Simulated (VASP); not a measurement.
# TlGa2 (P6_3/mmc) in VASP: notebook

The runs below take TlGa2 through single point, with PBE.

Program: VASP 6.6.1. These are calculated values, not measurements. Logs are shortened: lines on timing, memory, paths and dates and some standing lists are left out, and cuts for length are marked.

### 1 The cell of the first run

It takes space group P6_3/mmc (No. 194, hexagonal). The conventional cell has a = 3.634 Å, b = 3.634 Å, c = 12.938 Å, α = 90.00°, β = 90.00°, γ = 120.00°. Tl (site symmetry -6m2) has 8 Ga at 3.16 to 4.10 Å and 6 Tl at 3.63 Å within 4.2 Å. Within 3.6 Å of Ga (site symmetry 3m) lie 3 Ga at 2.72 Å and 3 Tl at 3.16 Å.

### 2 Single point, PBE

Contents of INCAR:

```
PREC = Accurate
ENCUT = 520
EDIFF = 1E-6
ISMEAR = 0
SIGMA = 0.1
LREAL = F
LASPH = T
NELM = 80
ALGO = Fast
ISIF = 2
LWAVE = F
LCHARG = F
GGA = PE
NBANDS = 48
```

Contents of KPOINTS:

```
regular mesh
0
Gamma
  6 6 2
```

Contents of POSCAR:

```
TlGa2
1.0
    3.6341901286      0.0000000000      0.0000000000
   -1.8170950643      3.1473009736      0.0000000000
    0.0000000000      0.0000000000     12.9380553250
Tl Ga
2 4
Direct
    0.3333333333      0.6666666667      0.2500000000
    0.6666666667      0.3333333333      0.7500000000
    0.3333333333      0.6666666667      0.5668791110
    0.6666666667      0.3333333333      0.0668791110
    0.3333333333      0.6666666667      0.9331208890
    0.6666666667      0.3333333333      0.4331208890
```

Potentials or basis: VASP PAW PBE potentials, release 64 (Tl_d, Ga_d).

The run is started by

```
$ cat potpaw_PBE.64/Tl_d/POTCAR potpaw_PBE.64/Ga_d/POTCAR > POTCAR
$ mpirun -np 1 vasp_std > vasp.out
```

OUTCAR:

```text
PREC = Accurate
   ENCUT = 520
   EDIFF = 1E-6
   ISMEAR = 0
   LREAL = F
   LASPH = T
   NELM = 80
   ISIF = 2
   GGA = PE

 ion  position               nearest neighbor table
   1  0.333  0.667  0.250-   4 3.16   6 3.16   4 3.16   6 3.16   4 3.16   6 3.16
   2  0.667  0.333  0.750-   3 3.16   5 3.16   3 3.16   5 3.16   3 3.16   5 3.16
   3  0.333  0.667  0.567-   6 2.72   6 2.72   6 2.72   2 3.16   2 3.16   2 3.16
   4  0.667  0.333  0.067-   5 2.72   5 2.72   5 2.72   1 3.16   1 3.16   1 3.16
   5  0.333  0.667  0.933-   4 2.72   4 2.72   4 2.72   2 3.16   2 3.16   2 3.16
   6  0.667  0.333  0.433-   3 2.72   3 2.72   3 2.72   1 3.16   1 3.16   1 3.16

  LATTYP: Found a hexagonal cell.
 ALAT       =     3.6341901286
 C/A-ratio  =     3.5600931341

  Lattice vectors:

 A1 = (   3.6341901286,   0.0000000000,   0.0000000000)
 A2 = (  -1.8170950643,   3.1473009736,   0.0000000000)
 A3 = (   0.0000000000,   0.0000000000,  12.9380553250)

Analysis of symmetry for initial positions (statically):
=====================================================================
 Subroutine PRICEL returns:
 Original cell was already a primitive cell.

 Routine SETGRP: Setting up the symmetry group for a
 hexagonal supercell.

 Subroutine GETGRP returns: Found 24 space group operations
 (whereof 12 operations were pure point group operations)
 out of a pool of 24 trial point group operations.

The static configuration has the point symmetry D_3d.
 The point group associated with its full space group is D_6h.

Analysis of symmetry for dynamics (positions and initial velocities):
=====================================================================
 Subroutine PRICEL returns:
 Original cell was already a primitive cell.

 Routine SETGRP: Setting up the symmetry group for a
 hexagonal supercell.

 Subroutine GETGRP returns: Found 24 space group operations
 (whereof 12 operations were pure point group operations)
 out of a pool of 24 trial point group operations.

The dynamic configuration has the point symmetry D_3d.
 The point group associated with its full space group is D_6h.

 Subroutine INISYM returns: Found 24 space group operations
 (whereof 12 operations are pure point group operations),
 and found     1 'primitive' translations

----------------------------------------------------------------------------------------

                                     Primitive cell

  volume of cell :     147.9841
[... 89 lines left out ...]
   NSW    =      0    number of steps for IOM
   IBRION =     -1    ionic relax: 0-MD 1-quasi-New 2-CG
   NFREE  =      0    steps in history (QN), initial steepest desc. (CG)
   ISIF   =      2    stress and relaxation
   ISYM   =      2    0-nonsym 1-usesym 2-fastsym
   POTIM  = 0.5000    time-step for ionic-motion
   TEBEG  =    0.0;   TEEND  =   0.0 temperature during run
   PSTRESS=    0.0 pullay stress
   NELECT =      78.0000    total number of electrons
   NUPDOWN=      -1.0000    fix difference up-down
   EMIN   =  10.00;   EMAX   =-10.00  energy-range for DOS
   EFERMI =   0.00;   METHOD = LEGACY
   ISMEAR =     0;   SIGMA  =   0.10  broadening in eV -4-tet -1-fermi 0-gaus
   EFERMI_NEDOS =   21; number of points for ismear=-14 and -15
   IALGO  =     68    algorithm
   IMIX   =      4    mixing-type and parameters
     AMIX     =   0.40;   BMIX     =  1.00
     AMIX_MAG =   1.60;   BMIX_MAG =  1.00
  volume/ion in A,a.u.               =      24.66       166.44
  Fermi-wavevector in a.u.,A,eV,Ry     =   1.322416  2.499004 23.793648  1.748784
  Thomas-Fermi vector in A             =   2.452099
   LORBIT       =      0    0 simple, 1 ext, 2 COOP (PROOUT), +10 PAW based schemes
   GGA     = PE    functional components
   LHFCALC =     F    Hartree Fock is set to
   AEXX    =    0.0000 exact exchange contribution
   IVDW    =     0    specifies the selected vdW correction
   LEPSILON=     F    determine dielectric tensor
   LRPA    =     F    only Hartree local field effects (RPA)
 non-spin polarized calculation
 RMM-DIIS sequential band-by-band and
 Gauss-broadening in eV      SIGMA  =   0.10
  energy-cutoff  :      520.00
  volume of cell :      147.98
 maximum number of plane-waves:      4006
 NGX is ok and might be reduce to    28
   NGX = 13   NGY = 13   NGZ = 49

 number of electron      78.0000009 magnetization

 Free energy of the ion-electron system (eV)
  ---------------------------------------------------
  ext. energy  EPLUGINS =         0.00000000
  ---------------------------------------------------
  free energy    TOTEN  =       -15.35351796 eV

  energy without entropy =      -15.32191554  energy(sigma->0) =      -15.33771675

 E-fermi :   4.8219     XC(G=0): -10.0922

 val. band max:        4.8088901862   @ k =   0.3333  -0.0000   0.5000
 cond. band min:       4.8544184507   @ k =   0.3333   0.1667   0.5000
 fundamental gap:      0.0455282645
 Fermi energy:         4.8218797726

 k-point     1 :       0.0000    0.0000    0.0000
  band No.  band energies     occupation
      1     -10.0498      2.00000
      2     -10.0498      2.00000
      3     -10.0484      2.00000
      4     -10.0484      2.00000
      5      -9.9848      2.00000
      6      -9.9801      2.00000
[... 703 lines left out ...]
     47       8.8017      0.00000
     48       8.8017      0.00000

------------------------ aborting loop because EDIFF is reached ----------------------------------------

  FORCE on cell =-STRESS in cart. coord.  units (eV):
  Direction    XX          YY          ZZ          XY          YZ          ZX
  --------------------------------------------------------------------------------------
  -------------------------------------------------------------------------------------
  Total        0.0006387      0.0006387      0.3125908      0.0000000     -0.0000000      0.0000000
  in kB        0.0069149      0.0069149      3.3843231      0.0000000     -0.0000000      0.0000000
  external PRESSURE =       1.1327176 kB  Pullay stress =       0.0000000 kB

 VOLUME and BASIS-vectors are now :
 -----------------------------------------------------------------------------
  energy-cutoff  :      520.00
  volume of cell :      147.98
      direct lattice vectors                 reciprocal lattice vectors
     3.634190129  0.000000000  0.000000000     0.275164470  0.158866281  0.000000000
    -1.817095064  3.147300974  0.000000000     0.000000000  0.317732561  0.000000000
     0.000000000  0.000000000 12.938055325     0.000000000  0.000000000  0.077291368

 POSITION                                       TOTAL-FORCE (eV/Angst)
 -----------------------------------------------------------------------------------
     -0.00000      2.09820      3.23451        -0.000000      0.000000      0.000000
      1.81710      1.04910      9.70354         0.000000     -0.000000      0.000000
     -0.00000      2.09820      7.33431        -0.000000     -0.000000      0.031937
      1.81710      1.04910      0.86529         0.000000     -0.000000      0.031937
     -0.00000      2.09820     12.07277        -0.000000      0.000000     -0.031937
      1.81710      1.04910      5.60374         0.000000      0.000000     -0.031937
 -----------------------------------------------------------------------------------
    total drift:                               -0.000000      0.000000      0.000000

  FREE ENERGIE OF THE ION-ELECTRON SYSTEM (eV)
  ---------------------------------------------------
  free  energy   TOTEN  =       -15.3535179632 eV

  energy  without entropy=      -15.3219155433  energy(sigma->0) =      -15.33771675
```

OSZICAR:

```text
N       E                     dE             d eps       ncg     rms          rms(c)
DAV:   1     0.764774766217E+03    0.76477E+03   -0.36639E+04  1432   0.258E+03
DAV:   2     0.955586923873E+02   -0.66922E+03   -0.64048E+03  1352   0.699E+02
DAV:   3    -0.107926090772E+02   -0.10635E+03   -0.10385E+03  1520   0.194E+02
DAV:   4    -0.154475151202E+02   -0.46549E+01   -0.46150E+01  1536   0.439E+01
DAV:   5    -0.155701726873E+02   -0.12266E+00   -0.12261E+00  1744   0.740E+00    0.362E+00
RMM:   6    -0.153743491724E+02    0.19582E+00   -0.36608E-01  1672   0.352E+00    0.257E+00
RMM:   7    -0.153568969475E+02    0.17452E-01   -0.15325E-01  1725   0.214E+00    0.113E+00
RMM:   8    -0.153540984245E+02    0.27985E-02   -0.21904E-02  1925   0.880E-01    0.138E-01
RMM:   9    -0.153536792168E+02    0.41921E-03   -0.33306E-03  2002   0.343E-01    0.810E-02
RMM:  10    -0.153535060861E+02    0.17313E-03   -0.10343E-03  1827   0.170E-01    0.330E-02
RMM:  11    -0.153535456601E+02   -0.39574E-04   -0.29788E-04  2041   0.853E-02    0.239E-02
RMM:  12    -0.153535176899E+02    0.27970E-04   -0.90888E-05  1903   0.443E-02    0.602E-03
RMM:  13    -0.153535181441E+02   -0.45418E-06   -0.13799E-05  1604   0.217E-02    0.342E-03
RMM:  14    -0.153535179632E+02    0.18089E-06   -0.36441E-06  1118   0.147E-02
   1 F= -.15353518E+02 E0= -.15337717E+02  d E =-.316024E-01
```

It took 49 s on 1 thread of Intel Xeon 6975P-C (Granite Rapids), shared host; peak memory 0.3 GiB.

Results:

```yaml
Free_energy: -15.3535 eV
Pressure: 0.1 GPa
Largest_force: 0.032 eV/Å
Band_gap_on_the_k_mesh: zero (band 39 reaches 9.20 eV, above the bottom of band 40 at 3.20 eV)
```

Forces in eV/Å, atoms in the order of the input:
```
Tl   0.000  0.000  0.000
Tl   0.000  0.000  0.000
Ga   0.000  0.000  0.032
Ga   0.000  0.000  0.032
Ga   0.000  0.000 -0.032
Ga   0.000  0.000 -0.032
```

Caveat: spin-orbit coupling is left out, which moves the levels of the heavy elements.

### 3 Single point, PBE

This run uses another cell than the first one, of 20.11 Å³/atom, 0.816 times its volume.

Contents of INCAR:

```
SYSTEM = TlGa2
PREC = Accurate
ENCUT = 520
EDIFF = 1E-7
ISMEAR = 0
SIGMA = 0.1
LREAL = .False.
LASPH = .True.
NELM = 100
ALGO = Fast
ISIF = 2
LWAVE = .False.
LCHARG = .True.
GGA = PE
LELF = .True.
LVHAR = .True.
NBANDS = 48
```

Contents of KPOINTS:

```
Automatic mesh
0
Gamma
  6 6 2
  0 0 0
```

Contents of POSCAR:

```
TlGa2
1.0
    3.2966723957      0.0000000000      0.0000000000
   -1.6483361978      2.8550020426      0.0000000000
    0.0000000000      0.0000000000     12.8227037546
Tl Ga
2 4
Direct
    0.3333333333      0.6666666667      0.2500000000
    0.6666666667      0.3333333333      0.7500000000
    0.3333333333      0.6666666667      0.6275000000
    0.6666666667      0.3333333333      0.1275000000
    0.3333333333      0.6666666667      0.8725000000
    0.6666666667      0.3333333333      0.3725000000
```

Potentials or basis: VASP PAW PBE potentials, release 64 (Tl_d, Ga_d).

The run is started by

```
$ cat potpaw_PBE.64/Tl_d/POTCAR potpaw_PBE.64/Ga_d/POTCAR > POTCAR
$ mpirun -np 1 vasp_std > vasp.out
```

Wall time 64 s (1 thread of Intel Xeon 6975P-C (Granite Rapids), shared host); peak memory 0.29 GiB.

The run converged. Its results:

```
Free energy            : -7.3100 eV
Pressure               : 38.7 GPa
Largest force          : 5.561 eV/Å
Band gap on the k mesh : zero (band 39 reaches 12.67 eV, above the bottom of band 40 at 4.77 eV)
```

Forces on the atoms (eV/Å):
```
Tl   0.000  0.000  0.000
Tl   0.000  0.000  0.000
Ga   0.000  0.000 -5.561
Ga   0.000  0.000 -5.561
Ga   0.000  0.000  5.561
Ga   0.000  0.000  5.561
```

Stress tensor (GPa, compression positive):
```
38.51  0.00  0.00
 0.00 38.51  0.00
 0.00  0.00 39.06
```

Levels at points of the mesh, in eV from the Fermi level:
```csv
k point,band 34,band 35,band 36,band 37,band 38,band 39,band 40,band 41,band 42,band 43
"(0.00, 0.00, 0.00)",-8.32,-4.50,-1.55,-1.14,3.19,5.70,5.70,5.87,5.87,7.03
"(0.50, 0.00, 0.00)",-6.94,-4.48,-3.81,-2.61,-1.77,-0.82,0.16,1.20,1.35,2.79
"(0.00, 0.00, 0.50)",-8.66,-3.53,-3.53,1.33,1.33,5.78,5.78,5.78,5.78,7.23
"(0.50, 0.00, 0.50)",-7.00,-4.18,-4.18,-2.26,-2.26,-0.11,-0.11,1.27,1.27,2.42
```

Caveat: the k points lie up to 0.37 Å⁻¹ apart; spin-orbit coupling is left out, which moves the levels of the heavy elements; forces of over 1 eV/Å act on the atoms, so gaps and moduli don't describe the material at rest.
